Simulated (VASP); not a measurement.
Input of a VASP 6.6.1 run:

Contents of INCAR:

```
SYSTEM = AlN
PREC = Accurate
ENCUT = 600
EDIFF = 1E-6
ISMEAR = 0
SIGMA = 0.1
LREAL = .False.
LASPH = .True.
NELM = 120
ALGO = Normal
ISIF = 2
LWAVE = .False.
LCHARG = .True.
GGA = PS
LELF = .True.
LVHAR = .True.
NBANDS = 16
GGA_COMPAT = .False.
```

Contents of KPOINTS:

```
Automatic mesh
0
Gamma
  6 6 4
  0 0 0
```

The input POSCAR:

```
AlN
1.0
    3.1138735468      0.0000000000      0.0000000000
   -1.5569367734      2.6966935957      0.0000000000
    0.0000000000      0.0000000000      4.9831607605
Al N
2 2
Direct
    0.6666666667      0.3333333333      0.4964886595
    0.3333333333      0.6666666667     -0.0035113405
    0.6666666667      0.3333333333      0.8785123405
    0.3333333333      0.6666666667      0.3785123405
```

Potentials or basis: VASP PAW PBE potentials, release 64 (Al, N).

Command:

```console
$ cat potpaw_PBE.64/Al/POTCAR potpaw_PBE.64/N/POTCAR > POTCAR
$ mpirun -np 1 vasp_std > vasp.out
```

Task: Estimate the band gap on the k mesh.

Result: 4.11 eV.

Task: What does it give for the pressure?

Result: -0.2 GPa.

Caveat: the PAW data sets were made with another functional, which shifts forces and pressure a little.
